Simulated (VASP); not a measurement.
HfB:

```xyz
2
Lattice="2.9726 0.0000 0.0000 -1.4863 2.5744 0.0000 0.0000 0.0000 2.8940" Properties=species:S:1:pos:R:3 pbc="T T T"
Hf    0.0000    0.0000    0.0000
B     1.4863    0.8581    1.4470
```

| Item | Value |
| --- | --- |
| Program | VASP 6.6.1 |
| Task | relaxation of cell and atoms |
| Functional | PBE |
| Potentials or basis | VASP PAW PBE potentials, release 64 (Hf_pv, B) |
| Cutoff | 600 eV |
| k mesh | 6 × 6 × 6 |
| Occupations | gaussian, width 0.1 eV |
| Spin | no spin polarisation |

At the start: pressure 74.0 GPa; volume 11.07 Å³/atom.

Question: How do energy, volume and symmetry change on relaxing?

Answer: Over 12 steps the energy falls by 717.3 meV/atom and the volume is 15.09 Å³/atom (+36.2 %); space group P-6m2 (No. 187, to 0.05 Å).

The path:
```csv
step,energy change (eV),largest force (eV/Å),pressure (GPa),volume (Å³)
1,0.0000,0.0000,73.98,22.15
2,0.1864,0.0000,-27.23,42.87
3,-1.3641,0.0000,-3.06,30.14
4,-1.3703,0.0000,-0.81,29.66
5,-1.3708,0.0000,0.10,29.48
6,-1.3717,0.0000,0.06,29.51
7,-1.3749,0.0000,-0.01,29.60
8,-1.3909,0.0000,0.16,29.76
9,-1.4118,0.0000,-0.13,30.02
10,-1.4232,0.0000,-0.17,30.09
11,-1.4324,0.0000,0.40,30.20
12,-1.4346,0.0000,0.18,30.17
```

Final structure:
```yaml
crystal:
  lattice:
    - [3.47794, 0.00000, 0.00000]
    - [-1.73897, 3.01199, 0.00000]
    - [0.00000, 0.00000, 2.88024]
  atoms:
    - { symbol: Hf, position: [0.00000, 0.00000, 0.00000] }
    - { symbol: B, position: [0.66667, 0.33333, 0.50000] }
```

Caveat: the k points lie up to 0.36 Å⁻¹ apart in the final cell; the volume moved by over 15 % at a fixed basis, so the end points are rough.
